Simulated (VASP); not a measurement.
Input of a VASP 6.6.1 run:

File INCAR:

```
SYSTEM = Zr3O
PREC = Accurate
ENCUT = 600
EDIFF = 1E-7
ISMEAR = 0
SIGMA = 0.1
LREAL = .False.
LASPH = .True.
NELM = 80
ALGO = Normal
ISIF = 3
LWAVE = .False.
LCHARG = .False.
GGA = PE
IBRION = 2
NSW = 90
EDIFFG = -0.04
```

The input KPOINTS:

```
Automatic mesh
0
Gamma
  4 4 4
  0 0 0
```

The input POSCAR:

```
Zr3O
1.0
    4.1440791751      0.0000000000      0.0000000000
    0.0000000000      4.1440791751      0.0000000000
    0.0000000000      0.0000000000      4.1440791751
Zr O
3 1
Direct
    0.0000000000      0.5000000000      0.5000000000
    0.5000000000      0.0000000000      0.5000000000
    0.5000000000      0.5000000000      0.0000000000
    0.0000000000      0.0000000000      0.0000000000
```

Potentials or basis: VASP PAW PBE potentials, release 64 (Zr_sv, O).

Launch:

```console
$ cat potpaw_PBE.64/Zr_sv/POTCAR potpaw_PBE.64/O/POTCAR > POTCAR
$ mpirun -np 1 vasp_std > vasp.out
```

(1) What does it give for the relaxed cell?

(2) What does it give for the relaxed volume?

Answers

(1) a = 4.202 Å, b = 4.202 Å, c = 4.202 Å, α = 90.00°, β = 90.00°, γ = 90.00°.

(2) 18.55 Å³/atom.

Caveat: the k points lie up to 0.37 Å⁻¹ apart in the final cell.
